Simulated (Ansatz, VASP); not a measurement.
**SnO2: VASP beside Ansatz**

```
Sn O
1.0
     5.07374    0.00000    0.00000
     0.00000    5.67029    0.00000
     0.00000    0.00000    5.61343
Sn O
4 8
Direct
  0.50000 0.66734 0.75000
  0.00000 0.83266 0.25000
  0.50000 0.33266 0.25000
  0.00000 0.16734 0.75000
  0.73093 0.60502 0.07769
  0.23093 0.89498 0.92231
  0.76907 0.89498 0.57769
  0.26907 0.60502 0.42231
  0.73093 0.39498 0.57769
  0.23093 0.10502 0.42231
  0.76907 0.10502 0.07769
  0.26907 0.39498 0.92231
```

Change from the starting cell: volume 13.458 Å^3 an atom, stretch along b over the lengths across it, relative to the relaxed cell 0.9230.

Alike in both runs: task single point; functional LDA; k mesh 6 × 6 × 6; occupations gaussian, width 0.05 eV; no spin polarisation.

```csv
,VASP,Ansatz
version,VASP 6.6.1,Ansatz 0.2.0
potentials or method,"VASP PAW LDA potentials, release 64 (Sn_d, O), cutoff 520 eV","scalar-relativistic, plane waves, PAW"
valence electrons in the cell,104,104
```

|  | VASP | Ansatz | Ansatz less VASP |
| --- | --- | --- | --- |
| gap on the k mesh at the Fermi level (eV) | none | none | - |
| pressure (GPa) | -21.7 | -22.4 | -0.67 |
| traceless stress, the component that is largest in VASP (GPa) | 8.00 | 7.98 | -0.022 |
| rms of the force components (eV/Å) | 0.233 | 0.239 | +0.0054 |

Ansatz warns that its potentials were made for another functional, while VASP's fit it. LDA's correlation is that of Perdew and Zunger in VASP and of Perdew and Wang (1992) in Ansatz. Atom by atom the forces differ by 0.009 eV/Å (rms over components). A gap of «none» marks a metal or a gap that the smearing closes.
